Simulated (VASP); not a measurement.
# TiSi16 (a cell with a defect): single point with PBE+D3(BJ)

TiSi16 (a cell with a defect):

```
Si Ti
1.0
     0.00000    5.43000    5.43000
     5.43000    0.00000    5.43000
     5.43000    5.43000    0.00000
Si Ti
16 1
Direct
  0.03643 0.98785 0.98825
  0.13421 0.12454 0.12495
  0.99220 0.01097 0.49880
  0.13415 0.12458 0.61709
  0.99229 0.49839 0.01132
  0.13423 0.61668 0.12494
  0.99222 0.49843 0.49879
  0.08870 0.63710 0.63748
  0.50630 0.00872 0.00912
  0.66478 0.11181 0.11214
  0.50623 0.00876 0.47671
  0.61874 0.15520 0.61343
  0.50632 0.47639 0.00907
  0.61885 0.61309 0.15554
  0.45940 0.51358 0.51391
  0.61876 0.61314 0.61337
  0.65463 0.78185 0.78217
```

```yaml
Program: VASP 6.6.1
Task: single point
Functional: PBE
Dispersion: D3(BJ)
Potentials_or_basis: VASP PAW PBE potentials, release 64 (Si, Ti_sv)
Cutoff: 520 eV
k_mesh: 2 × 2 × 2
Occupations: fermi-dirac, width 0.02 eV
Spin: no spin polarisation
Dipole_correction: no
Further_INCAR_settings: LREAL = Auto; ALGO = Normal; EDIFF = 1e-06; NBANDS = 52
```

```yaml
Pressure: 1.6 GPa
Largest_force: 2.165 eV/Å
Band_gap_on_the_k_mesh: zero (bands 38 and 39 overlap by 0.31 eV)
Dispersion_energy_per_atom: -0.343 eV
```

Forces on the atoms (eV/Å):
```
Si   0.075 -0.073 -0.074
Si   0.059 -0.085 -0.085
Si   0.095 -0.095 -0.021
Si   0.085 -0.058 -0.084
Si   0.095 -0.022 -0.095
Si   0.085 -0.084 -0.059
Si   0.022 -0.095 -0.095
Si   0.093 -0.092 -0.092
Si  -0.075 -0.087 -0.086
Si   0.040 -0.039 -0.040
Si   0.087  0.075 -0.086
Si   0.161 -0.161 -0.081
Si   0.087 -0.087  0.075
Si   0.160 -0.081 -0.161
Si   0.105 -0.103 -0.103
Si   0.082 -0.160 -0.161
Ti  -1.256  1.248  1.246
```

Stress tensor (GPa, compression positive):
```
 1.63  0.49  0.49
 0.49  1.63 -0.49
 0.49 -0.49  1.64
```

Levels at points of the mesh, in eV from the Fermi level:
| k point | band 34 | band 35 | band 36 | band 37 | band 38 | band 39 | band 40 | band 41 | band 42 | band 43 |
| --- | --- | --- | --- | --- | --- | --- | --- | --- | --- | --- |
| (0.00, 0.00, 0.00) | -1.16 | -1.16 | -0.72 | -0.56 | -0.26 | -0.26 | -0.08 | -0.08 | 0.13 | 0.51 |
| (0.50, 0.00, 0.00) | -2.16 | -1.35 | -1.35 | -0.18 | -0.17 | -0.16 | 0.69 | 0.69 | 0.82 | 1.24 |
| (0.00, 0.50, 0.00) | -1.68 | -1.40 | -1.32 | -0.32 | -0.01 | 0.13 | 0.55 | 0.62 | 0.77 | 0.89 |
| (0.00, 0.00, 0.50) | -1.68 | -1.40 | -1.32 | -0.32 | -0.01 | 0.14 | 0.55 | 0.62 | 0.77 | 0.89 |
| (0.50, 0.50, 0.50) | -1.68 | -1.40 | -1.32 | -0.32 | -0.01 | 0.14 | 0.55 | 0.62 | 0.77 | 0.89 |
| (0.50, 0.50, 0.00) | -2.07 | -1.90 | -1.82 | -0.29 | 0.04 | 0.31 | 0.69 | 0.89 | 1.03 | 1.40 |
| (0.00, 0.50, 0.50) | -2.07 | -1.90 | -1.82 | -0.29 | 0.04 | 0.31 | 0.69 | 0.89 | 1.03 | 1.40 |
| (0.50, 0.00, 0.50) | -2.07 | -1.90 | -1.82 | -0.29 | 0.04 | 0.31 | 0.69 | 0.89 | 1.03 | 1.40 |

Run time: 9.2 min on 1 thread of AMD EPYC 7R43 64-Core Processor (Zen 3) (shared host), peak memory 0.44 GiB.

Caveat: the k points lie up to 0.50 Å⁻¹ apart.
